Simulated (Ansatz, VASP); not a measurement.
NiO: VASP beside Ansatz

The input INCAR:

```
PREC     = Accurate       # precision mode
ENCUT    = 520            # plane-wave cutoff, eV
EDIFF    = 1E-6           # SCF threshold, eV
ISMEAR   = -1             # smearing method
SIGMA    = 0.05           # smearing width, eV
LREAL    = False          # projectors in reciprocal space
LASPH    = True           # aspherical terms in the spheres
NELM     = 150            # most SCF steps
ALGO     = Normal         # electronic algorithm
ISIF     = 2              # what is computed and relaxed
LWAVE    = False          # write WAVECAR
LCHARG   = False          # write CHGCAR
ISPIN    = 2              # spin polarisation
MAGMOM   = 2 2 0 0        # initial moments
LORBIT   = 11             # projections on sites
LMAXMIX  = 4              # l up to which the mixer works
LDAU     = True           # DFT+U
LDAUTYPE = 2            
LDAUL    = 2 -1           # shell
LDAUU    = 6.2 0          # U, eV
LDAUJ    = 0 0          
LDAUPRINT= 1            
GGA      = PE             # functional
NBANDS   = 28             # bands
```

KPOINTS

```
regular mesh
0
Gamma
  8 4 8
```

The input POSCAR:

```
NiO
1.0
    0.0000000000      2.0900000000      2.0900000000
    4.1800000000      0.0000000000      4.1800000000
    2.0900000000      2.0900000000      0.0000000000
Ni O
2 2
Direct
    0.5000000000      0.2500000000      0.5000000000
    0.5000000000      0.7500000000      0.5000000000
    0.0000000000      0.0000000000      0.0000000000
    0.0000000000      0.5000000000      0.0000000000
```

Input for Ansatz:

```yaml
crystal:
  lattice:
    - [0.0, 2.09, 2.09]
    - [4.18, 0.0, 4.18]
    - [2.09, 2.09, 0.0]
  atoms:
    - { symbol: Ni, position: [0.5, 0.25, 0.5], spin: 2.0 }
    - { symbol: Ni, position: [0.5, 0.75, 0.5], spin: 2.0 }
    - { symbol: O, position: [0.0, 0.0, 0.0] }
    - { symbol: O, position: [0.0, 0.5, 0.0] }
magnetization:
  spin_polarized: true
hamiltonian:
  xc: pbe
  pseudopotentials: { kind: paw }
  hubbard: { sites: [{ species: Ni, l: d, u_eff: 6.2 }] }
basis:
  ecutwfc: 420
kpoints:
  mp_grid: { grid: [8, 4, 8] }
scf:
  occupations: { method: fermi_dirac, width: 0.05 }
  lower_state_search: "off"
output:
  forces: true
  stress: true
```

Alike in both runs: task single point; functional PBE; k mesh 8 × 4 × 8; occupations fermi-dirac, width 0.05 eV; collinear spin; Hubbard terms Ni d U = 6.2 eV.

|  | VASP | Ansatz |
| --- | --- | --- |
| version | VASP 6.6.1 | Ansatz 0.2.0 |
| potentials or method | VASP PAW PBE potentials, release 64 (Ni, O), cutoff 520 eV | PAW, plane waves, scalar-relativistic |
| valence electrons in the cell | 32 | 48 |

VASP gave:

```
pressure (GPa)                                                : 2.3
net moment per atom (μB)                                      : 1.00
size of the moment on the site where the two differ most (μB) : 1.82
```

Problem. Which values does Ansatz return?

Solution. Pressure (GPa): 12.9; net moment per atom (μB): 1.00; size of the moment on the site where the two differ most (μB): 1.72.

Site moments also hang on the region over which each program counts them. The programs project onto different local orbitals, so the same U acts differently, and such runs can settle in different states. VASP's potentials hold 32 valence electrons a cell and Ansatz's 48, so a difference there can come from the potentials and not from the codes.
